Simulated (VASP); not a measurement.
Runs of VASP 6.6.1 on I. The structure is that of space group P6_3/mmc (No. 194), or close to it. The cells are those of the table. 

```csv
task,cell,k mesh,cutoff (eV),gap on the mesh (eV),pressure (GPa),largest force (eV/Å)
single point,"a = 4.184, b = 4.184, c = 9.473 Å, angles 90.0, 90.0, 120.0°, 4 atoms",15 × 15 × 6,520,none,0.0,-
single point,"a = 3.620, b = 3.620, c = 11.366 Å, angles 90.0, 90.0, 120.0°, 4 atoms",6 × 6 × 2,520,none,(b),-
single point,"a = 4.343, b = 4.343, c = 11.828 Å, angles 90.0, 90.0, 120.0°, 4 atoms",6 × 6 × 2,520,none,28.4,-
single point,"a = 4.165, b = 4.165, c = 9.512 Å, angles 90.0, 90.0, 120.0°, 4 atoms",15 × 15 × 4,520,none,0.0,-
relaxation of cell and atoms,"relaxed from a = 4.165, b = 4.165, c = 9.512 Å, angles 90.0, 90.0, 120.0°, 4 atoms",15 × 15 × 6,600,none,0.0,-
single point,"a = 5.034, b = 5.034, c = 8.307 Å, angles 90.0, 90.0, 120.0°, 4 atoms",6 × 6 × 2,520,none,4.3,(a)
single point,"a = 5.444, b = 5.444, c = 8.495 Å, angles 90.0, 90.0, 120.0°, 4 atoms",6 × 6 × 2,520,none,0.0,-
single point,"a = 4.360, b = 4.360, c = 10.635 Å, angles 90.0, 90.0, 120.0°, 4 atoms",6 × 6 × 2,520,none,0.0,0.01
```

Alike in all rows: level PBEsol; potentials or basis VASP PAW PBE potentials, release 64 (I); no spin polarisation; smearing gaussian 0.1 eV.

Task: Estimate the missing entries.

Result: (a) 0.13; (b) -0.1.

Caveats: some runs use coarse meshes; the PAW data sets were made with another functional, which shifts forces and pressure a little; spin-orbit coupling is left out, which moves the levels of the heavy elements; this functional lacks dispersion, which binds the layers, so the pressure and a relaxed spacing across them are unreliable (some runs).

A k mesh can miss the band edges, and the runs leave out spin-orbit coupling on I.

A gap of «none» marks levels without a gap at the run's occupations.
